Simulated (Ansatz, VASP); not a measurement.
## Two plane-wave programs on CoSi

```
Co Si
1.0
     2.78133    0.00000    0.00000
     0.00000    2.78133    0.00000
     0.00000    0.00000    2.78133
Co Si
1 1
Direct
  0.00000 0.00000 0.00000
  0.50000 0.50000 0.50000
```

Alike in both runs: task relaxation of cell and atoms; functional r2SCAN; k mesh 6 × 6 × 6; occupations gaussian, width 0.1 eV; collinear spin.

|  | VASP | Ansatz |
| --- | --- | --- |
| version | VASP 6.6.1 | Ansatz 0.2.0 |
| potentials or method | VASP PAW PBE potentials, release 64 (Co, Si), cutoff 600 eV | scalar-relativistic, plane waves, PAW |
| valence electrons in the cell | 13 | 21 |

VASP gave:

| Item | Value |
| --- | --- |
| gap on the k mesh at the Fermi level, each at its own relaxed structure (eV) | none |
| net moment per atom (μB) | 0.36 |
| size of the moment on the site where the two differ most (μB) | 0.78 |
| relaxed volume (Å³/atom) | 10.49 |
| relaxed cell length with the largest relative difference (Å) | 2.758 |

Q: Estimate Ansatz's values.

A: gap on the k mesh at the Fermi level, each at its own relaxed structure (eV): none; net moment per atom (μB): 0.36; size of the moment on the site where the two differ most (μB): 0.80; relaxed volume (Å³/atom): 10.48; relaxed cell length with the largest relative difference (Å): 2.757.

VASP's potentials were made for PBE, not for r2SCAN. Site moments also hang on the region over which each program counts them. A gap of «none» marks a metal or a gap that the smearing closes. VASP's potentials hold 13 valence electrons a cell and Ansatz's 21, so a difference there can come from the potentials and not from the codes.

The k mesh is coarse, so the values compare programs but aren't converged.
